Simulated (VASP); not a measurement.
Pt:

```xyz
2
Lattice="0.0000 2.7314 2.7314 2.7314 0.0000 2.7314 2.7314 2.7314 0.0000" Properties=species:S:1:pos:R:3 pbc="T T T"
Pt    0.6829    0.6829    0.6829
Pt    4.7800    4.7800    4.7800
```

```yaml
Program: VASP 6.6.1
Task: relaxation of cell and atoms
Functional: LDA
Potentials_or_basis: VASP PAW LDA potentials, release 64 (Pt)
Cutoff: 600 eV
k_mesh: 10 × 10 × 10
Occupations: fermi-dirac, width 0.1 eV
Spin: no spin polarisation
```

At the start: pressure 19.0 GPa; volume 20.38 Å³/atom.

Where does the relaxation end?

Over 18 steps the energy falls by 115.9 meV/atom and the volume is 22.54 Å³/atom (+10.6 %); space group Fd-3m (No. 227, to 0.05 Å).

The path:
| step | energy change (eV) | largest force (eV/Å) | pressure (GPa) | volume (Å³) |
| --- | --- | --- | --- | --- |
| 1 | 0.0000 | 0.0000 | 18.98 | 40.76 |
| 2 | 0.6040 | 0.0000 | -17.92 | 56.72 |
| 3 | -0.2304 | 0.0000 | -1.17 | 45.47 |
| 4 | -0.2318 | 0.0000 | -0.20 | 45.15 |
| 5 | -0.2318 | 0.0000 | 0.09 | 45.06 |
| 6 | -0.2318 | 0.0000 | 0.10 | 45.06 |
| 7 | -0.2318 | 0.0000 | 0.10 | 45.06 |
| 8 | -0.2318 | 0.0000 | 0.09 | 45.06 |
| 9 | -0.2318 | 0.0000 | 0.09 | 45.06 |
| 10 | -0.2318 | 0.0000 | 0.09 | 45.06 |
| 11 | -0.2318 | 0.0000 | 0.09 | 45.06 |
| 12 | -0.2318 | 0.0000 | 0.09 | 45.06 |
| 13 | -0.2318 | 0.0000 | 0.09 | 45.06 |
| 14 | -0.2318 | 0.0000 | 0.09 | 45.07 |
| 15 | -0.2318 | 0.0000 | 0.09 | 45.07 |
| 16 | -0.2318 | 0.0000 | 0.09 | 45.07 |
| 17 | -0.2318 | 0.0000 | 0.08 | 45.07 |
| 18 | -0.2318 | 0.0000 | 0.06 | 45.08 |

Final structure:
```yaml
crystal:
  lattice:
    - [0.00000, 2.82468, 2.82468]
    - [2.82468, 0.00000, 2.82468]
    - [2.82468, 2.82468, 0.00000]
  atoms:
    - { symbol: Pt, position: [0.12500, 0.12500, 0.12500] }
    - { symbol: Pt, position: [0.87500, 0.87500, 0.87500] }
```
